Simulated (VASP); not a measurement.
# In3As (R-3m) in VASP: notebook, part 2 of 2

VASP 6.6.1. The steps go on from the part before.

## 3. Single point, PBE

Contents of INCAR:

```
SYSTEM = In3As
PREC = Accurate
ENCUT = 520
EDIFF = 1E-6
ISMEAR = 0
SIGMA = 0.1
LREAL = .False.
LASPH = .True.
NELM = 100
ALGO = Fast
ISIF = 2
LWAVE = .False.
LCHARG = .False.
GGA = PE
NBANDS = 30
```

Contents of KPOINTS:

```
regular mesh
0
Gamma
  6 6 6
  0 0 0
```

Contents of POSCAR:

```
In3As
1.0
    3.0531015294      1.7627089899      4.6767310382
   -3.0531015294      1.7627089899      4.6767310382
    0.0000000000     -3.5254179798      4.6767310382
In As
3 1
Direct
    0.5000000000      0.5000000000      0.0000000000
    0.0000000000      0.5000000000      0.5000000000
    0.5000000000      0.0000000000      0.5000000000
    0.5000000000      0.5000000000      0.5000000000
```

Potentials or basis: VASP PAW PBE potentials, release 64 (In_d, As).

Started as:

```console
> cat potpaw_PBE.64/In_d/POTCAR potpaw_PBE.64/As/POTCAR > POTCAR
> mpirun -np 1 vasp_std > vasp.out
```

OUTCAR:

```text
SYSTEM = In3As
   PREC = Accurate
   ENCUT = 520
   EDIFF = 1E-6
   ISMEAR = 0
   LREAL = .False.
   LASPH = .True.
   NELM = 100
   ISIF = 2
   GGA = PE

 ion  position               nearest neighbor table
   1  0.500  0.500  0.000-   4 2.93   4 2.93   3 3.05   2 3.05   3 3.05   2 3.05
   2  0.000  0.500  0.500-   4 2.93   4 2.93   3 3.05   3 3.05   1 3.05   1 3.05
   3  0.500  0.000  0.500-   4 2.93   4 2.93   2 3.05   2 3.05   1 3.05   1 3.05
   4  0.500  0.500  0.500-   2 2.93   3 2.93   3 2.93   2 2.93   1 2.93   1 2.93

  LATTYP: Found a trigonal (rhomboedric) cell.
 ALAT       =     5.8566530660
 COS(alpha) =     0.4564825490

  Lattice vectors:

 A1 = (   3.0531015294,   1.7627089899,   4.6767310382)
 A2 = (  -3.0531015294,   1.7627089899,   4.6767310382)
 A3 = (   0.0000000000,  -3.5254179798,   4.6767310382)

Analysis of symmetry for initial positions (statically):
=====================================================================
 Subroutine PRICEL returns:
 Original cell was already a primitive cell.

 Routine SETGRP: Setting up the symmetry group for a
 trigonal (rhombohedral) supercell.

 Subroutine GETGRP returns: Found 12 space group operations
 (whereof 12 operations were pure point group operations)
 out of a pool of 12 trial point group operations.

The static configuration has the point symmetry D_3d.

Analysis of symmetry for dynamics (positions and initial velocities):
=====================================================================
 Subroutine PRICEL returns:
 Original cell was already a primitive cell.

 Routine SETGRP: Setting up the symmetry group for a
 trigonal (rhombohedral) supercell.

 Subroutine GETGRP returns: Found 12 space group operations
 (whereof 12 operations were pure point group operations)
 out of a pool of 12 trial point group operations.

The dynamic configuration has the point symmetry D_3d.

 Subroutine INISYM returns: Found 12 space group operations
 (whereof 12 operations are pure point group operations),
 and found     1 'primitive' translations

----------------------------------------------------------------------------------------

                                     Primitive cell

  volume of cell :     151.0134

  direct lattice vectors                    reciprocal lattice vectors
     3.053101529  1.762708990  4.676731038     0.163767891  0.094551436  0.071274856
    -3.053101529  1.762708990  4.676731038    -0.163767891  0.094551436  0.071274856
     0.000000000 -3.525417980  4.676731038     0.000000000 -0.189102872  0.071274856

  length of vectors
     5.856653066  5.856653066  5.856653066     0.202089093  0.202089093  0.202089093

  position of ions in fractional coordinates (direct lattice)
     0.500000000  0.500000000  0.000000000
     1.000000000  0.500000000  0.500000000
     0.500000000  1.000000000  0.500000000
     0.500000000  0.500000000  0.500000000

  ion indices of the primitive-cell ions
   primitive index   ion index
                 1           1
                 2           2
                 3           3
                 4           4

----------------------------------------------------------------------------------------

 KPOINTS: regular mesh

Automatic generation of k-mesh.
 Grid dimensions read from file:
 generate k-points for:    6    6    6

 Generating k-lattice:

  Cartesian coordinates                     Fractional coordinates (reciprocal lattice)
     0.027294649  0.015758573  0.011879143     0.166666667 -0.000000000  0.000000000
    -0.027294649  0.015758573  0.011879143    -0.000000000  0.166666667  0.000000000
     0.000000000 -0.031517145  0.011879143     0.000000000  0.000000000  0.166666667

  Length of vectors
     0.033681516  0.033681516  0.033681516

  Shift w.r.t. Gamma in fractional coordinates (k-lattice)
     0.000000000  0.000000000  0.000000000

 Subroutine IBZKPT returns following result:
 ===========================================

 Found     32 irreducible k-points:

 Following reciprocal coordinates:
            Coordinates               Weight
  0.000000  0.000000  0.000000      1.000000
  0.166667 -0.000000 -0.000000      6.000000
  0.333333 -0.000000 -0.000000      6.000000
  0.500000 -0.000000 -0.000000      3.000000
  0.166667  0.166667 -0.000000      6.000000
  0.333333  0.166667  0.000000     12.000000
[... 16 lines left out ...]
  0.500000  0.500000  0.166667      6.000000
 -0.333333  0.500000  0.166667     12.000000
 [... further k-points ...]
   k-points           NKPTS =     32   k-points in BZ     NKDIM =     32   number of bands    NBANDS=     30
   number of dos      NEDOS =    301   number of ions     NIONS =      4
   total plane-waves  NPLWV = 110592
   dimension x,y,z NGX =    48 NGY =   48 NGZ =   48
   dimension x,y,z NGXF=    96 NGYF=   96 NGZF=   96
   ions per type =               3   1
   NGX,Y,Z   is equivalent  to a cutoff of  13.63, 13.63, 13.63 a.u.
   NGXF,Y,Z  is equivalent  to a cutoff of  27.25, 27.25, 27.25 a.u.
 SYSTEM =  In3As
   PREC   = accura    normal or accurate (medium, high low for compatibility)
   ISTART =      0    job   : 0-new  1-cont  2-samecut
   ICHARG =      2    charge: 1-file 2-atom 10-const
   ISPIN  =      1    spin polarized calculation?
   LNONCOLLINEAR =      F non collinear calculations
   LSORBIT =      F    spin-orbit coupling
   LASPH  =      T    aspherical Exc in radial PAW
   ENCUT  =  520.0 eV  38.22 Ry    6.18 a.u.  10.89 10.89 10.89*2*pi/ulx,y,z
   NELM   =    100;   NELMIN=  2; NELMDL= -5     # of ELM steps
   EDIFF  = 0.1E-05   stopping-criterion for ELM
   LREAL  =      F    real-space projection
   EDIFFG = 0.1E-04   stopping-criterion for IOM
   NSW    =      0    number of steps for IOM
   IBRION =     -1    ionic relax: 0-MD 1-quasi-New 2-CG
   NFREE  =      0    steps in history (QN), initial steepest desc. (CG)
   ISIF   =      2    stress and relaxation
   ISYM   =      2    0-nonsym 1-usesym 2-fastsym
   POTIM  = 0.5000    time-step for ionic-motion
   TEBEG  =    0.0;   TEEND  =   0.0 temperature during run
   PSTRESS=    0.0 pullay stress
   NELECT =      44.0000    total number of electrons
   NUPDOWN=      -1.0000    fix difference up-down
   EMIN   =  10.00;   EMAX   =-10.00  energy-range for DOS
   EFERMI =   0.00;   METHOD = LEGACY
   ISMEAR =     0;   SIGMA  =   0.10  broadening in eV -4-tet -1-fermi 0-gaus
   EFERMI_NEDOS =   21; number of points for ismear=-14 and -15
   IALGO  =     68    algorithm
   IMIX   =      4    mixing-type and parameters
     AMIX     =   0.40;   BMIX     =  1.00
     AMIX_MAG =   1.60;   BMIX_MAG =  1.00
  volume/ion in A,a.u.               =      37.75       254.77
  Fermi-wavevector in a.u.,A,eV,Ry     =   1.085310  2.050939 16.026278  1.177898
  Thomas-Fermi vector in A             =   2.221421
   LORBIT       =      0    0 simple, 1 ext, 2 COOP (PROOUT), +10 PAW based schemes
   GGA     = PE    functional components
   LHFCALC =     F    Hartree Fock is set to
   AEXX    =    0.0000 exact exchange contribution
   IVDW    =     0    specifies the selected vdW correction
   LEPSILON=     F    determine dielectric tensor
   LRPA    =     F    only Hartree local field effects (RPA)
 non-spin polarized calculation
 RMM-DIIS sequential band-by-band and
 Gauss-broadening in eV      SIGMA  =   0.10
  energy-cutoff  :      520.00
  volume of cell :      151.01
 maximum number of plane-waves:      4092
 NGX is ok and might be reduce to    48
   NGX = 21   NGY = 21   NGZ = 21

 number of electron      43.9999995 magnetization

 Free energy of the ion-electron system (eV)
  ---------------------------------------------------
  ext. energy  EPLUGINS =         0.00000000
  ---------------------------------------------------
  free energy    TOTEN  =       -10.90313164 eV

  energy without entropy =      -10.88859498  energy(sigma->0) =      -10.89586331

 E-fermi :   3.1653     XC(G=0):  -7.9094

 val. band max:        3.0994640438   @ k =  -0.3333   0.3333   0.1667
 cond. band min:       3.1842997730   @ k =  -0.3333   0.5000   0.1667
 fundamental gap:      0.0848357291
 Fermi energy:         3.1652859063

 k-point     1 :       0.0000    0.0000    0.0000
  band No.  band energies     occupation
      1     -11.8294      2.00000
      2     -11.7232      2.00000
      3     -11.7232      2.00000
      4     -11.6908      2.00000
      5     -11.4959      2.00000
      6     -11.4495      2.00000
[... 781 lines left out ...]
     29       8.4585      0.00000
     30       9.4330      0.00000

 [... further k-points ...]
[... 5 lines left out ...]
  --------------------------------------------------------------------------------------
  -------------------------------------------------------------------------------------
  Total       -0.0346709     -0.0346709      0.0574122      0.0000000      0.0000000      0.0000000
  in kB       -0.3678410     -0.3678410      0.6091153      0.0000000      0.0000000      0.0000000
  external PRESSURE =      -0.0421889 kB  Pullay stress =       0.0000000 kB

 VOLUME and BASIS-vectors are now :
 -----------------------------------------------------------------------------
  energy-cutoff  :      520.00
  volume of cell :      151.01
      direct lattice vectors                 reciprocal lattice vectors
     3.053101529  1.762708990  4.676731038     0.163767891  0.094551436  0.071274856
    -3.053101529  1.762708990  4.676731038    -0.163767891  0.094551436  0.071274856
     0.000000000 -3.525417980  4.676731038     0.000000000 -0.189102872  0.071274856

 POSITION                                       TOTAL-FORCE (eV/Angst)
 -----------------------------------------------------------------------------------
      0.00000      1.76271      4.67673         0.000000      0.000000      0.000000
     -1.52655     -0.88135      4.67673        -0.000000     -0.000000     -0.000000
      1.52655     -0.88135      4.67673        -0.000000     -0.000000      0.000000
      0.00000      0.00000      7.01510        -0.000000      0.000000      0.000000
 -----------------------------------------------------------------------------------
    total drift:                                0.000000      0.000000     -0.000000

  FREE ENERGIE OF THE ION-ELECTRON SYSTEM (eV)
  ---------------------------------------------------
  free  energy   TOTEN  =       -10.9031316425 eV

  energy  without entropy=      -10.8885949767  energy(sigma->0) =      -10.89586331
```

OSZICAR:

```text
N       E                     dE             d eps       ncg     rms          rms(c)
DAV:   1     0.394855270312E+03    0.39486E+03   -0.20577E+04  1920   0.164E+03
DAV:   2     0.283835278181E+02   -0.36647E+03   -0.35870E+03  1926   0.410E+02
DAV:   3    -0.951030571785E+01   -0.37894E+02   -0.37153E+02  2298   0.154E+02
DAV:   4    -0.112550470205E+02   -0.17447E+01   -0.17387E+01  2244   0.368E+01
DAV:   5    -0.113402412164E+02   -0.85194E-01   -0.85186E-01  2740   0.716E+00    0.490E+00
RMM:   6    -0.109182111046E+02    0.42203E+00   -0.63109E-01  2126   0.513E+00    0.257E+00
RMM:   7    -0.109005091504E+02    0.17702E-01   -0.12907E-01  2488   0.217E+00    0.121E+00
RMM:   8    -0.109002277127E+02    0.28144E-03   -0.50249E-02  2295   0.130E+00    0.172E-01
RMM:   9    -0.109021858232E+02   -0.19581E-02   -0.13429E-02  3053   0.757E-01    0.197E-01
RMM:  10    -0.109028662773E+02   -0.68045E-03   -0.21563E-03  2664   0.265E-01    0.128E-01
RMM:  11    -0.109030598636E+02   -0.19359E-03   -0.69304E-04  3115   0.136E-01    0.118E-01
RMM:  12    -0.109031243021E+02   -0.64439E-04   -0.27041E-04  2549   0.721E-02    0.739E-02
RMM:  13    -0.109031285289E+02   -0.42268E-05   -0.10215E-04  2638   0.438E-02    0.299E-02
RMM:  14    -0.109031315460E+02   -0.30170E-05   -0.23659E-05  2200   0.243E-02    0.252E-02
RMM:  15    -0.109031316425E+02   -0.96558E-07   -0.70635E-06  2026   0.146E-02
   1 F= -.10903132E+02 E0= -.10895863E+02  d E =-.145367E-01
```

Wall time 1.9 min (1 thread of AMD EPYC 9R45 (Zen 5), shared host); peak memory 0.35 GiB.

Results:

| Property | Result |
| --- | --- |
| Free energy | -10.9031 eV |
| Pressure | 0.0 GPa |
| Band gap on the k mesh | zero (band 22 reaches 4.08 eV, above the bottom of band 23 at 2.12 eV) |

Levels at points of the mesh, in eV from the Fermi level:
```
           k point  band 20  band 21  band 22  band 23  band 24  band 25
(0.00, 0.00, 0.00)    -2.31    -2.26    -2.26    -0.88     0.61     0.61
(0.50, 0.00, 0.00)    -2.94    -2.04    -0.27     0.94     2.80     3.17
(0.50, 0.50, 0.00)    -2.53    -1.27     0.91     1.31     2.18     3.04
(0.50, 0.50, 0.50)    -2.18    -0.37    -0.37     0.89     1.45     1.50
```

Caveat: spin-orbit coupling is left out, which moves the levels of the heavy elements.

## 4. Single point, PBE

This run uses another cell than the first one, of 26.85 Å³/atom, 0.710 times its volume.

Contents of INCAR:

```
SYSTEM = In3As
PREC = Accurate
ENCUT = 520
EDIFF = 1E-7
ISMEAR = 0
SIGMA = 0.1
LREAL = .FALSE.
LASPH = .TRUE.
NELM = 60
ALGO = Normal
ISIF = 2
LWAVE = .FALSE.
LCHARG = .FALSE.
GGA = PE
NBANDS = 30
```

Contents of KPOINTS:

```
regular mesh
0
G
  6 6 6
  0 0 0
```

Contents of POSCAR:

```
In3As
1.0
    2.8408426400      1.6401612600      3.8413795000
   -2.8408426400      1.6401612600      3.8413795000
    0.0000000000     -3.2803225200      3.8413795000
In As
3 1
Direct
    0.5000000000      0.5000000000      0.0000000000
    0.0000000000      0.5000000000      0.5000000000
    0.5000000000      0.0000000000      0.5000000000
    0.5000000000      0.5000000000      0.5000000000
```

Started as:

```console
> cat potpaw_PBE.64/In_d/POTCAR potpaw_PBE.64/As/POTCAR > POTCAR
> mpirun -np 1 vasp_std > vasp.out
```

It took 60 s on 1 thread of AMD EPYC 9R45 (Zen 5), shared host; peak memory 0.25 GiB.

Results (log left out):

```
Free energy            : -8.5474 eV
Pressure               : 21.1 GPa
Band gap on the k mesh : zero (band 22 reaches 8.17 eV, above the bottom of band 23 at 4.99 eV)
```

Stress tensor (GPa, compression positive):
```
17.47  0.00  0.00
 0.00 17.47  0.00
 0.00  0.00 28.37
```

Levels at points of the mesh, in eV from the Fermi level:
| k point | band 20 | band 21 | band 22 | band 23 | band 24 | band 25 |
| --- | --- | --- | --- | --- | --- | --- |
| (0.00, 0.00, 0.00) | -4.36 | -2.29 | -2.29 | -0.94 | 0.59 | 0.59 |
| (0.50, 0.00, 0.00) | -3.96 | -3.12 | -0.30 | 1.33 | 2.79 | 2.97 |
| (0.50, 0.50, 0.00) | -4.31 | -2.52 | 1.70 | 2.25 | 3.06 | 3.16 |
| (0.50, 0.50, 0.50) | -3.44 | -1.43 | -1.43 | 1.85 | 2.70 | 3.14 |

Caveat: spin-orbit coupling is left out, which moves the levels of the heavy elements.

## 5. Relaxation of cell and atoms, PBE

This run uses another cell than the first one, of 26.85 Å³/atom, 0.710 times its volume.

Contents of INCAR:

```
SYSTEM = In3As
PREC     = Accurate       ! precision mode
ENCUT    = 600            ! plane-wave cutoff, eV
EDIFF    = 1E-6           ! SCF threshold, eV
ISMEAR   = 0              ! smearing method
SIGMA    = 0.1            ! smearing width, eV
LREAL    = .FALSE.        ! projectors in reciprocal space
LASPH    = .TRUE.         ! aspherical terms in the spheres
NELM     = 80             ! most SCF steps
ALGO     = Fast           ! electronic algorithm
ISIF     = 3              ! what is computed and relaxed
LWAVE    = .FALSE.        ! write WAVECAR
LCHARG   = .FALSE.        ! write CHGCAR
GGA      = PE             ! functional
IBRION   = 2              ! ionic algorithm
NSW      = 90             ! ionic steps
EDIFFG   = -0.04          ! ionic threshold
```

KPOINTS is that of step 4.

POSCAR is that of step 4.

Started as:

```console
> cat potpaw_PBE.64/In_d/POTCAR potpaw_PBE.64/As/POTCAR > POTCAR
> mpirun -np 1 vasp_std > vasp.out
```

Run time: 9.8 min. Hardware: 1 thread of AMD EPYC 9R45 (Zen 5), shared host; peak memory 0.29 GiB.

The run converged. Its results:

| Property | Result |
| --- | --- |
| Free energy | -10.8940 eV |
| Relaxed volume | 37.87 Å³/atom |
| Relaxed cell | a = 5.854 Å, b = 5.854 Å, c = 5.854 Å, α = 63.06°, β = 63.06°, γ = 63.06° |
| Space group after relaxing (to 0.05 Å) | R-3m (No. 166) |
| Energy gained by relaxing | 586.6 meV/atom |
| Ionic steps | 8 |
| Pressure after relaxing | -0.1 GPa |
| Band gap on the k mesh | zero (band 22 reaches 4.07 eV, above the bottom of band 23 at 2.13 eV) |

Stress tensor (GPa, compression positive):
```
-0.16  0.00  0.00
 0.00 -0.16  0.00
 0.00  0.00  0.12
```

The path:
```csv
step,energy change (eV),largest force (eV/Å),pressure (GPa),volume (Å³)
1,0.0000,0.0000,21.15,107.39
2,-2.0057,0.0000,-1.82,172.11
3,-2.2411,0.0000,0.74,149.59
4,-2.2941,0.0000,-0.51,156.92
5,-2.2965,0.0000,-0.26,155.11
6,-2.2965,0.0000,-0.10,154.04
7,-2.3217,0.0000,-0.12,153.18
8,-2.3463,0.0000,-0.06,151.47
```

Final structure:
```cif
data_structure
_symmetry_space_group_name_H-M 'P 1'
_symmetry_Int_Tables_number 1
_cell_length_a 5.8537
_cell_length_b 5.8537
_cell_length_c 5.8537
_cell_angle_alpha 63.060
_cell_angle_beta 63.060
_cell_angle_gamma 63.060
_cell_volume 151.47
loop_
_atom_site_label
_atom_site_type_symbol
_atom_site_fract_x
_atom_site_fract_y
_atom_site_fract_z
_atom_site_occupancy
In1 In 0.50000 0.50000 0.00000 1
In2 In 0.00000 0.50000 0.50000 1
In3 In 0.50000 0.00000 0.50000 1
As1 As 0.50000 0.50000 0.50000 1
```

Levels at points of the mesh, in eV from the Fermi level:
| k point | band 20 | band 21 | band 22 | band 23 | band 24 | band 25 |
| --- | --- | --- | --- | --- | --- | --- |
| (0.00, 0.00, 0.00) | -2.34 | -2.28 | -2.28 | -0.86 | 0.62 | 0.62 |
| (0.50, 0.00, 0.00) | -2.95 | -2.06 | -0.25 | 0.94 | 2.83 | 3.14 |
| (0.50, 0.50, 0.00) | -2.53 | -1.26 | 0.92 | 1.32 | 2.19 | 3.03 |
| (0.50, 0.50, 0.50) | -2.17 | -0.38 | -0.38 | 0.89 | 1.46 | 1.49 |

Caveat: the volume moved by over 15 % at a fixed basis, so the end points are rough; spin-orbit coupling is left out, which moves the levels of the heavy elements.

## 6. Summary

```tsv
task	cell	k mesh	cutoff (eV)	gap on the mesh (eV)	pressure (GPa)
single point	a = 5.837 Å, angles 63.4°, 4 atoms	12 × 12 × 12	520	none	0.0
single point	a = 5.857 Å, angles 62.8°, 4 atoms	6 × 6 × 6	520	none	0.0
single point	a = 5.051 Å, angles 68.4°, 4 atoms	6 × 6 × 6	520	none	21.1
relaxation of cell and atoms	relaxed from a = 5.051 Å, angles 68.4°, 4 atoms	6 × 6 × 6	600	none	-0.1
```

Alike in all rows: level PBE; potentials or basis VASP PAW PBE potentials, release 64 (In_d, As); no spin polarisation; smearing gaussian 0.1 eV.

Caveats: spin-orbit coupling is left out, which moves the levels of the heavy elements; the volume moved by over 15 % at a fixed basis, so the end points are rough (some runs).

Total energies depend on the potentials used, so only differences within one code and one set of settings carry meaning.
